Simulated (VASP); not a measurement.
Ni:

```
Ni
1.0
    -1.38372    1.38372    1.38372
     1.38372   -1.38372    1.38372
     1.38372    1.38372   -1.38372
Ni
1
Direct
  0.00000 0.00000 0.00000
```

Base run:

```yaml
Program: VASP 6.6.1
Functional: r2SCAN
Dispersion: D3(BJ)
Potentials_or_basis: VASP PAW PBE potentials, release 64 (Ni)
Cutoff: 520 eV
k_mesh: 15 × 15 × 15
Occupations: fermi-dirac, width 0.1 eV
Spin: collinear spin, ferromagnetic start
Starting_moments: "[0.83] μB"
Fixed_moment: 0.7 μB
```

Its results: pressure -2.5 GPa; site moments Ni +0.71 μB.

Problem. The run is repeated on the same cell with these changes: fixed moment from 0.7 μB to 1.4 μB; moments at the start from [0.83] to [1.49]. What comes out?

Solution. Pressure 8.6 GPa; site moments Ni +1.37 μB.

Caveats: the PAW data sets were made with another functional, which shifts forces and pressure a little; the total moment is fixed, so each spin has its own Fermi level.
